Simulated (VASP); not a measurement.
## Tm2MgC2: single point with PBE

Crystal: Tm2MgC2.

```
CELL_PARAMETERS angstrom
-1.76262 1.76262 6.87475
1.76262 -1.76262 6.87475
1.76262 1.76262 -6.87475
ATOMIC_POSITIONS crystal
Tm 0.66579 0.66579 0.00000
Tm 0.33421 0.33421 0.00000
Mg 0.00000 0.00000 0.00000
C 0.84207 0.84207 0.00000
C 0.15793 0.15793 0.00000
```

The cell was built from a structure type or drawn by symmetry, and may not be a known phase.

```yaml
Program: VASP 6.6.1
Task: single point
Functional: PBE
Potentials_or_basis: VASP PAW PBE potentials, release 64 (Tm_3, Mg, C), 4f in core
Cutoff: 600 eV
k_mesh: 6 × 6 × 6
Occupations: gaussian, width 0.2 eV
Spin: no spin polarisation
```

```
Pressure               : 0.9 GPa
Largest force          : 0.047 eV/Å
Band gap on the k mesh : zero (bands 14 and 15 overlap by 1.14 eV)
```

Forces in eV/Å, atoms in the order of the input:
```
Tm   0.000  0.000 -0.047
Tm   0.000  0.000  0.047
Mg   0.000  0.000  0.000
C    0.000  0.000  0.024
C    0.000  0.000 -0.024
```

Stress tensor (GPa, compression positive):
```
1.01 0.00 0.00
0.00 1.01 0.00
0.00 0.00 0.81
```

Levels at points of the mesh, in eV from the Fermi level:
```tsv
k point	band 11	band 12	band 13	band 14	band 15	band 16	band 17	band 18
(0.00, 0.00, 0.00)	-0.52	0.57	0.70	0.70	0.71	0.71	2.03	3.86
(0.50, 0.00, 0.00)	-2.39	-1.59	-1.32	-1.29	-0.29	2.62	4.48	5.15
(0.50, 0.50, 0.00)	-1.27	-1.03	-0.82	-0.58	-0.16	1.12	1.90	2.86
(0.50, 0.50, 0.50)	0.45	0.66	0.66	0.84	0.84	1.76	2.32	3.29
```

It took 4.2 min on 1 thread of Intel(R) Xeon(R) Platinum 8259CL CPU @ 2.50GHz (Skylake/Cascade Lake), on a shared host, peak memory 0.51 GiB.

Caveat: spin-orbit coupling is left out, which moves the levels of the heavy elements; the 4f electrons are frozen in the core, so they carry no moment and show no levels. Spin polarisation is off, so any magnetic state and its effect on volume and gap are missing.
